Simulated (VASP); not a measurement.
Here is a VASP 6.6.1 calculation.

Contents of INCAR:

```
ALGO = Normal
EDIFF = 1E-6
ENCUT = 500
GGA = PE
GGA_COMPAT = F
ISIF = 2
ISMEAR = 0
LASPH = T
LCHARG = T
LELF = T
LMAXMIX = 6
LREAL = F
LVHAR = T
LWAVE = F
NBANDS = 30
NELM = 200
PREC = Accurate
SIGMA = 0.1
```

Contents of KPOINTS:

```
k-points
0
Gamma
  6 6 2
```

The input POSCAR:

```
Sm3Ta
1.0
    3.3536522520      0.0000000000      0.0000000000
    0.0000000000      3.3536522520      0.0000000000
    0.0000000000      0.0000000000     10.2718425762
Sm Ta
3 1
Direct
    0.5000000000      0.5000000000      0.7874321827
    0.0000000000      0.0000000000      0.5000000000
    0.5000000000      0.5000000000      0.2125678173
    0.0000000000      0.0000000000      0.0000000000
```

Potentials or basis: VASP PAW PBE potentials, release 64 (Sm_3, Ta_pv), 4f in core.

The run is started by

```sh
$ cat potpaw_PBE.64/Sm_3/POTCAR potpaw_PBE.64/Ta_pv/POTCAR > POTCAR
$ mpirun -np 1 vasp_std > vasp.out
```

(1) What does it give for the pressure?

(2) What does it give for the largest force?

Results:

(1) 0.2 GPa.

(2) 0.003 eV/Å.
